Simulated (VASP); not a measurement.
Input of a VASP 6.6.1 run:

Contents of INCAR:

```
PREC = Accurate ; ENCUT = 600
EDIFF = 1E-6 ; ISMEAR = 0
SIGMA = 0.1 ; LREAL = False
LASPH = True ; NELM = 80
ALGO = Normal ; ISIF = 3
LWAVE = False ; LCHARG = False
GGA = PS ; IBRION = 2
NSW = 100 ; EDIFFG = -0.002
```

The input KPOINTS:

```
Automatic mesh
0
Gamma
  16 16 16
```

File POSCAR:

```
Mo
1.0
   -1.5659380059      1.5659380059      1.5659380059
    1.5659380059     -1.5659380059      1.5659380059
    1.5659380059      1.5659380059     -1.5659380059
Mo
1
Direct
    0.0000000000      0.0000000000      0.0000000000
```

Potentials or basis: VASP PAW PBE potentials, release 64 (Mo_sv).

Run with:

```console
$ cat potpaw_PBE.64/Mo_sv/POTCAR > POTCAR
$ mpirun -np 1 vasp_std > vasp.out
```

Q: Estimate the band gap on the k mesh.

A: Zero (band 7 reaches 16.89 eV, above the bottom of band 8 at 11.37 eV).

Q: Estimate the relaxed volume.

A: 15.34 Å³/atom.

Q: What does it give for the space group after relaxing (to 0.05 Å)?

A: Im-3m (No. 229).

Q: Estimate the relaxed cell.

A: a = 2.711 Å, b = 2.711 Å, c = 2.711 Å, α = 109.47°, β = 109.47°, γ = 109.47°.

Final structure:
```
Mo
1.0
    -1.56533    1.56533    1.56533
     1.56533   -1.56533    1.56533
     1.56533    1.56533   -1.56533
Mo
1
Direct
  0.00000 0.00000 0.00000
```

Caveat: the PAW data sets were made with another functional, which shifts forces and pressure a little.
